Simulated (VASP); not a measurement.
Wanted: the native input for a VASP 6.6.1 run.

```yaml
Task: single point
Functional: PBE
Potentials_or_basis: VASP PAW PBE potentials, release 64 (Rb_sv, H)
Cutoff: 520 eV
k_mesh: 6 × 6 × 4
Occupations: gaussian, width 0.1 eV
Spin: no spin polarisation
Dipole_correction: no
Further_INCAR_settings: ALGO = Normal; EDIFF = 1e-06; NBANDS = 18
```

The structure of Rb2H3 lies in POSCAR:

```
Rb2H3
1.0
    4.1751550318      0.0000000000      0.0000000000
   -2.0875775159      3.6157903223      0.0000000000
    0.0000000000      0.0000000000      6.4958630317
Rb H
2 3
Direct
    0.3333333333      0.6666666667      0.2450000000
    0.6666666667      0.3333333333      0.7550000000
    0.0000000000      0.0000000000      0.0000000000
    0.3333333333      0.6666666667      0.6450000000
    0.6666666667      0.3333333333      0.3550000000
```

These files were run (other wordings do the same):

INCAR

```
ALGO     = Normal         # electronic algorithm
EDIFF    = 1E-6           # SCF threshold, eV
ENCUT    = 520            # plane-wave cutoff, eV
GGA      = PE             # functional
ISIF     = 2              # what is computed and relaxed
ISMEAR   = 0              # smearing method
LASPH    = T              # aspherical terms in the spheres
LCHARG   = F              # write CHGCAR
LREAL    = F              # projectors in reciprocal space
LWAVE    = F              # write WAVECAR
NBANDS   = 18             # bands
NELM     = 60             # most SCF steps
PREC     = Accurate       # precision mode
SIGMA    = 0.1            # smearing width, eV
```

KPOINTS

```
k-points
0
Gamma
  6 6 4
```

Potentials or basis: VASP PAW PBE potentials, release 64 (Rb_sv, H).

Launch:

```bash
$ cat potpaw_PBE.64/Rb_sv/POTCAR potpaw_PBE.64/H/POTCAR > POTCAR
$ mpirun -np 1 vasp_std > vasp.out
```

It gave:

The pressure is 5.1 GPa and the largest force is 0.579 eV/Å. The band gap on the k mesh is zero (an odd number of electrons rules out a gap without spin polarisation).

Caveat: the cell stands under pressure; an odd number of electrons without spin polarisation forces a metal; a magnetic or distorted state may lie lower.

It took 20 s on 1 thread of Intel(R) Xeon(R) 6975P-C (Granite Rapids), with other jobs on the host, peak memory 0.22 GiB.
